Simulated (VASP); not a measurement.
Wanted: the native input for a VASP 6.6.1 run.

```yaml
Task: single point
Functional: PBE
Potentials_or_basis: VASP PAW PBE potentials, release 64 (Ga_d, As, In_d)
Cutoff: 520 eV
k_mesh: 6 × 6 × 6
Occupations: fermi-dirac, width 0.02 eV
Spin: no spin polarisation
Dipole_correction: no
Further_INCAR_settings: ALGO = Normal; EDIFF = 1e-06; NBANDS = 46
```

The structure of In3GaAs4 lies in POSCAR:

```
In3GaAs4
1.0
   -3.0384305579      3.0384305579      6.0699024544
    3.0384305579     -3.0384305579      6.0699024544
    3.0384305579      3.0384305579     -6.0699024544
Ga As In
1 4 3
Direct
    0.0000000000      0.0000000000      0.0000000000
    0.3575207115      0.3575207115      0.4749475594
    0.1174268479      0.6424792885      0.0000000000
    0.8825731521      0.8825731521      0.5250524406
    0.6424792885      0.1174268479      0.0000000000
    0.7500000000      0.2500000000      0.5000000000
    0.5000000000      0.5000000000      0.0000000000
    0.2500000000      0.7500000000      0.5000000000
```

The input as run:

INCAR

```
SYSTEM = In3GaAs4
  ALGO = Normal
  EDIFF = 1E-6
  ENCUT = 520
  GGA = PE
  ISIF = 2
  ISMEAR = -1
  LASPH = .TRUE.
  LCHARG = .FALSE.
  LREAL = .FALSE.
  LWAVE = .FALSE.
  NBANDS = 46
  NELM = 100
  PREC = Accurate
  SIGMA = 0.02
```

KPOINTS

```
k-points
0
G
  6 6 6
  0 0 0
```

Potentials or basis: VASP PAW PBE potentials, release 64 (Ga_d, As, In_d).

Run with:

```sh
$ cat potpaw_PBE.64/Ga_d/POTCAR potpaw_PBE.64/As/POTCAR potpaw_PBE.64/In_d/POTCAR > POTCAR
$ mpirun -np 1 vasp_std > vasp.out
```

Results of the run:

```json
{
  "Pressure": "0.1 GPa",
  "Largest force": "0.007 eV/Å",
  "Band gap on the k mesh": "zero (filled and empty bands touch)"
}
```

Caveat: semilocal functionals underestimate gaps, so a narrow gap can read as zero; spin-orbit coupling is left out, which moves the levels of the heavy elements.

It took 10 min on 1 thread of Intel(R) Xeon(R) Platinum 8259CL CPU @ 2.50GHz (Skylake/Cascade Lake), on a shared host, peak memory 0.61 GiB.
